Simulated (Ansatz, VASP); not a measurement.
SiC: VASP beside Ansatz

```
Si C
1.0
     3.07756    0.00000    0.00000
    -1.53878    2.66524    0.00000
     0.00000    0.00000   10.07672
Si C
4 4
Direct
  0.00000 0.00000 0.99986
  0.33333 0.66667 0.24991
  0.00000 0.00000 0.49986
  0.66667 0.33333 0.74991
  0.00000 0.00000 0.18728
  0.33333 0.66667 0.43795
  0.00000 0.00000 0.68728
  0.66667 0.33333 0.93795
```

Alike in both runs: task single point; functional r2SCAN; k mesh 12 × 12 × 4; no spin polarisation.

```csv
,VASP,Ansatz
version,VASP 6.6.1,Ansatz 0.2.0
potentials or method,"VASP PAW PBE potentials, release 64 (Si, C)","plane waves, PAW"
plane-wave cutoff (eV),520,500
occupations,"gaussian, width 0.01 eV",fixed
valence electrons in the cell,32,32
```

```csv
,VASP,Ansatz,Ansatz less VASP
gap on the k mesh at the Fermi level (eV),2.61,2.60,-0.011
pressure (GPa),-0.2,0.0,+0.19
```

VASP's potentials were made for PBE, not for r2SCAN.
